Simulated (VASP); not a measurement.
A run of VASP 6.6.1 is set up as follows.

INCAR

```
PREC     = Accurate       # precision mode
ENCUT    = 600            # plane-wave cutoff, eV
EDIFF    = 1E-7           # SCF threshold, eV
ISMEAR   = 0              # smearing method
SIGMA    = 0.1            # smearing width, eV
LREAL    = F              # projectors in reciprocal space
LASPH    = T              # aspherical terms in the spheres
NELM     = 120            # most SCF steps
ALGO     = Normal         # electronic algorithm
ISIF     = 3              # what is computed and relaxed
LWAVE    = F              # write WAVECAR
LCHARG   = F              # write CHGCAR
GGA      = PE             # functional
IBRION   = 2              # ionic algorithm
NSW      = 100            # ionic steps
EDIFFG   = -0.01          # ionic threshold
GGA_COMPAT= F            
NELMIN   = 4
```

The input KPOINTS:

```
regular mesh
0
Gamma
  10 10 10
```

The input POSCAR:

```
Sr3O
1.0
    5.2744503619      0.0000000000      0.0000000000
    0.0000000000      5.2744503619      0.0000000000
    0.0000000000      0.0000000000      5.1124949945
Sr O
3 1
Direct
    0.0000000000      0.5000000000      0.5000000000
    0.5000000000      0.0000000000      0.5000000000
    0.5000000000      0.5000000000      0.0000000000
    0.0000000000      0.0000000000      0.0000000000
```

Potentials or basis: VASP PAW PBE potentials, release 64 (Sr_sv, O).

Run with:

```bash
$ cat potpaw_PBE.64/Sr_sv/POTCAR potpaw_PBE.64/O/POTCAR > POTCAR
$ mpirun -np 1 vasp_std > vasp.out
```

(1) Estimate the relaxed volume.

(2) What does it give for the relaxed cell?

(3) Estimate the band gap on the k mesh.

(4) Predict the space group after relaxing (to 0.1 Å).

Answers

(1) 35.65 Å³/atom.

(2) a = 5.582 Å, b = 5.582 Å, c = 4.576 Å, α = 90.00°, β = 90.00°, γ = 90.00°.

(3) zero (bands 18 and 19 overlap by 0.96 eV).

(4) P4/mmm (No. 123).
